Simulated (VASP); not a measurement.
Crystal: GaP.

```
Ga P
1.0
     0.00000    2.74330    2.74330
     2.74330    0.00000    2.74330
     2.74330    2.74330    0.00000
Ga P
1 1
Cartesian
  0.0000 0.0000 0.0000
  4.1149 4.1149 4.1149
```

Base run:

```yaml
Program: VASP 6.6.1
Functional: b88 exchange, pbe correlation
Potentials_or_basis: VASP PAW PBE potentials, release 64 (Ga_d, P)
Cutoff: 500 eV
k_mesh: 8 × 8 × 8
Occupations: fermi-dirac, width 0.05 eV
Spin: no spin polarisation
```

Its results: band gap on the k mesh 1.61 eV (least direct gap 1.65 eV); pressure 0.6 GPa.

**Question.** After a change of settings the same cell gave: band gap on the k mesh 7.90 eV (least direct gap 9.21 eV); pressure 3.0 GPa. Which change was it?
A. functional from b88 exchange, pbe correlation to HF; cutoff from 500 eV to 520 eV; k mesh from 8 × 8 × 8 to 4 × 4 × 4
B. functional from b88 exchange, pbe correlation to revPBE; cutoff from 500 eV to 520 eV; further incar settings from ALGO = Normal; EDIFF = 1e-06; NBANDS = 16 to ALGO = Normal; EDIFF = 1e-07; NBANDS = 16
C. functional from b88 exchange, pbe correlation to BLYP; cutoff from 500 eV to 520 eV; dispersion from none to D3(BJ)

**Answer.** A.

Caveats: some runs use coarse meshes; the PAW data sets were made with another functional, which shifts forces and pressure a little.
